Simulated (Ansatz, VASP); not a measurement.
# One calculation of WC, two programs

The input INCAR:

```
SYSTEM = WC
ALGO     = Normal         ! electronic algorithm
EDIFF    = 1E-6           ! SCF threshold, eV
ENCUT    = 520            ! plane-wave cutoff, eV
GGA      = PS             ! functional
ISIF     = 2              ! what is computed and relaxed
ISMEAR   = 0              ! smearing method
LASPH    = .TRUE.         ! aspherical terms in the spheres
LCHARG   = .FALSE.        ! write CHGCAR
LREAL    = .FALSE.        ! projectors in reciprocal space
LWAVE    = .FALSE.        ! write WAVECAR
NBANDS   = 16             ! bands
NELM     = 80             ! most SCF steps
PREC     = Accurate       ! precision mode
SIGMA    = 0.15           ! smearing width, eV
```

File KPOINTS:

```
k-points
0
G
  18 18 18
  0 0 0
```

The input POSCAR:

```
WC
1.0
    0.0000000000      2.1926840000      2.2803913600
    2.1926840000      0.0000000000      2.2803913600
    2.1926840000      2.1926840000      0.0000000000
W C
1 1
Direct
    0.0000000000      0.0000000000      0.0000000000
    0.5000000000      0.5000000000      0.5000000000
```

Input for Ansatz:

```yaml
crystal:
  lattice:
    - [0.0, 2.192684, 2.28039136]
    - [2.192684, 0.0, 2.28039136]
    - [2.192684, 2.192684, 0.0]
  atoms:
    - { symbol: W, position: [0.0, 0.0, 0.0] }
    - { symbol: C, position: [0.5, 0.5, 0.5] }
basis:
  ecutwfc: 420
kpoints:
  mp_grid: { grid: [18, 18, 18] }
hamiltonian:
  xc: pbesol
scf:
  occupations: { method: gaussian, width: 0.15 }
output:
  forces: true
  stress: true
  eigenvalues: true
```

Change from the starting cell: strain +0.000 along x and y, +0.040 along z, atoms carried along.

Alike in both runs: task single point; functional PBEsol; k mesh 18 × 18 × 18; occupations gaussian, width 0.15 eV; no spin polarisation.

|  | VASP | Ansatz |
| --- | --- | --- |
| version | VASP 6.6.1 | Ansatz 0.2.0 |
| potentials or method | VASP PAW PBE potentials, release 64 (W_sv, C), cutoff 520 eV | scalar-relativistic, plane waves, PAW |
| valence electrons in the cell | 18 | 18 |

|  | VASP | Ansatz | Ansatz less VASP |
| --- | --- | --- | --- |
| gap on the k mesh at the Fermi level (eV) | none | none | - |
| pressure (GPa) | -20.6 | -21.4 | -0.82 |
| traceless stress, the component that is largest in VASP (GPa) | -10.60 | -10.52 | +0.076 |

VASP's potentials were made for PBE, not for PBEsol. A gap of «none» marks a metal or a gap that the smearing closes.

Neither program's run includes spin-orbit coupling.
